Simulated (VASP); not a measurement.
BiTe:

```
CELL_PARAMETERS angstrom
0.00000 3.23500 3.23500
3.23500 0.00000 3.23500
3.23500 3.23500 0.00000
ATOMIC_POSITIONS crystal
Bi 0.00000 0.00000 0.00000
Te 0.50000 0.50000 0.50000
```

Base run:

| Property | Result |
| --- | --- |
| Program | VASP 6.6.1 |
| Functional | PBE |
| Potentials or basis | VASP PAW PBE potentials, release 64 (Bi_d, Te) |
| Cutoff | 520 eV |
| k mesh | 10 × 10 × 10 |
| Occupations | fermi-dirac, width 0.03 eV |
| Spin | no spin polarisation |

Its results: band gap on the k mesh zero (an odd number of electrons rules out a gap without spin polarisation); pressure 0.7 GPa.

**Question.** The run is repeated on the same cell with these changes: functional from PBE to PBEsol; further incar settings from ALGO = Normal; EDIFF = 1e-06; NBANDS = 18 to ALGO = Normal; EDIFF = 1e-08; NBANDS = 18. What comes out?

**Answer.** Band gap on the k mesh zero (an odd number of electrons rules out a gap without spin polarisation); pressure -1.7 GPa.

Caveats: spin-orbit coupling is left out, which moves the levels of the heavy elements; the PAW data sets were made with another functional, which shifts forces and pressure a little (at least some runs).
